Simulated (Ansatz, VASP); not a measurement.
## SrO in VASP and in Ansatz

```
CELL_PARAMETERS angstrom
3.57258 0.00000 0.00000
-1.78629 3.09395 0.00000
0.00000 0.00000 6.15780
ATOMIC_POSITIONS crystal
Sr 0.33333 0.66667 0.25000
Sr 0.66667 0.33333 0.75000
O 0.00000 0.00000 0.00000
O 0.00000 0.00000 0.50000
```

Alike in both runs: task single point; functional PBE; k mesh 9 × 9 × 6; occupations gaussian, width 0.02 eV; no spin polarisation.

|  | VASP | Ansatz |
| --- | --- | --- |
| version | VASP 6.6.1 | Ansatz 0.2.0 |
| potentials or method | VASP PAW PBE potentials, release 64 (Sr_sv, O), cutoff 520 eV | scalar-relativistic, plane waves, PAW |
| valence electrons in the cell | 32 | 32 |

Ansatz gave:

- gap on the k mesh at the Fermi level (eV): 3.01
- least direct gap on the mesh (eV): 3.01
- pressure (GPa): 1.5
- traceless stress, the component that is largest in VASP (GPa): 1.66

Question: Which values does VASP return?

Answer: gap on the k mesh at the Fermi level (eV): 3.00; least direct gap on the mesh (eV): 3.00; pressure (GPa): 2.0; traceless stress, the component that is largest in VASP (GPa): 1.65.

The functional is the same, so the differences come from potentials, cutoffs and numerics.
